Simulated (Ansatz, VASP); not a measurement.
Two plane-wave programs on Sn

```
Sn
1.0
     0.00000    2.39171    2.39171
     2.39171    0.00000    2.39171
     2.39171    2.39171    0.00000
Sn
1
Direct
  0.00000 0.00000 0.00000
```

Alike in both runs: task relaxation of cell and atoms; functional PBEsol; k mesh 20 × 20 × 20; occupations gaussian, width 0.1 eV; no spin polarisation.

|  | VASP | Ansatz |
| --- | --- | --- |
| version | VASP 6.6.1 | Ansatz 0.2.0 |
| potentials or method | VASP PAW PBE potentials, release 64 (Sn_d), cutoff 600 eV | scalar-relativistic, plane waves, PAW |
| valence electrons in the cell | 14 | 14 |

Ansatz gave:

* gap on the k mesh at the Fermi level, each at its own relaxed structure (eV): none
* relaxed volume (Å³/atom): 26.51
* relaxed cell length with the largest relative difference (Å): 3.347

Question: What did VASP give for the same quantities?

Answer: gap on the k mesh at the Fermi level, each at its own relaxed structure (eV): none; relaxed volume (Å³/atom): 26.50; relaxed cell length with the largest relative difference (Å): 3.347.

VASP's potentials were made for PBE, not for PBEsol. A gap of «none» marks a metal or a gap that the smearing closes.
